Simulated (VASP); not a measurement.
A run of VASP 6.6.1 is set up as follows.

File INCAR:

```
SYSTEM = Si
PREC     = Accurate       ! precision mode
ENCUT    = 520            ! plane-wave cutoff, eV
EDIFF    = 1E-6           ! SCF threshold, eV
ISMEAR   = 0              ! smearing method
SIGMA    = 0.02           ! smearing width, eV
LREAL    = Auto         
LASPH    = .True.         ! aspherical terms in the spheres
NELM     = 100            ! most SCF steps
ALGO     = Normal         ! electronic algorithm
ISIF     = 2              ! what is computed and relaxed
LWAVE    = .False.        ! write WAVECAR
LCHARG   = .False.        ! write CHGCAR
GGA      = PE             ! functional
NBANDS   = 43             ! bands
```

KPOINTS

```
Automatic mesh
0
Gamma
  2 2 2
  0 0 0
```

POSCAR

```
Si
1.0
    0.0000000000      5.4700937548     -5.4700937548
    5.4700937548      5.4700937548      0.0000000000
    5.4700937548      0.0000000000     -5.4700937548
Si
15
Direct
    0.2495452601     -0.2486357803      0.2495452601
    0.1247645819      0.6252354181      0.1247645819
    0.6252354181      0.1247645819      0.1247645819
    0.6252354181      0.6252354181      0.1247645819
    0.1247645819      0.1247645819      0.6252354181
    0.1247645819      0.6252354181      0.6252354181
    0.6252354181      0.1247645819      0.6252354181
    0.6250000000      0.6250000000      0.6250000000
    0.2495452601      0.2495452601      0.2495452601
    0.7499455786      0.7499455786      0.2501632642
    0.7513642197      0.2495452601      0.2495452601
    0.2501632642      0.7499455786      0.7499455786
    0.2495452601      0.2495452601      0.7513642197
    0.7499455786      0.7499455786      0.7499455786
    0.7499455786      0.2501632642      0.7499455786
```

Potentials or basis: VASP PAW PBE potentials, release 64 (Si).

Run with:

```sh
$ cat potpaw_PBE.64/Si/POTCAR > POTCAR
$ mpirun -np 1 vasp_std > vasp.out
```

What does it give for the largest force?

0.027 eV/Å.

Predict the band gap on the k mesh.

zero (band 30 reaches 5.92 eV, above the bottom of band 31 at 5.74 eV).

Predict the pressure.

-1.4 GPa.

Forces on the atoms (eV/Å):
```
Si   0.006  0.006  0.006
Si   0.000  0.000  0.027
Si  -0.027  0.000  0.000
Si   0.000  0.027  0.000
Si   0.000 -0.027  0.000
Si   0.027  0.000  0.000
Si   0.000  0.000 -0.027
Si   0.000  0.000  0.000
Si  -0.006 -0.006  0.006
Si  -0.009  0.009  0.009
Si  -0.006  0.006 -0.006
Si   0.009 -0.009  0.009
Si   0.006 -0.006 -0.006
Si   0.009  0.009 -0.009
Si  -0.009 -0.009 -0.009
```

Caveat: the k points lie up to 0.50 Å⁻¹ apart.
